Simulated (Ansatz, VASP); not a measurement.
**Zn: VASP beside Ansatz**

```xyz
1
Lattice="0.0000 1.8907 1.8907 1.8907 0.0000 1.8907 1.8907 1.8907 0.0000" Properties=species:S:1:pos:R:3 pbc="T T T"
Zn    0.0000    0.0000    0.0000
```

Alike in both runs: functional LDA; k mesh 18 × 18 × 18; occupations fermi-dirac, width 0.1 eV; no spin polarisation.

Ansatz relaxed the structure, and its values are those at the end. VASP's run is a single point on that final structure, the one shown.

|  | VASP | Ansatz |
| --- | --- | --- |
| version | VASP 6.6.1 | Ansatz 0.2.0 |
| potentials or method | VASP PAW LDA potentials, release 64 (Zn) | PAW with Ansatz's default frozen-core files, scalar-relativistic |
| plane-wave cutoff (eV) | 520 | 420 |
| valence electrons in the cell | 12 | 12 |

|  | VASP | Ansatz | Ansatz less VASP |
| --- | --- | --- | --- |
| pressure (GPa) | 0.7 | 0.0 | -0.71 |

LDA's correlation is that of Perdew and Zunger in VASP and of Perdew and Wang (1992) in Ansatz.
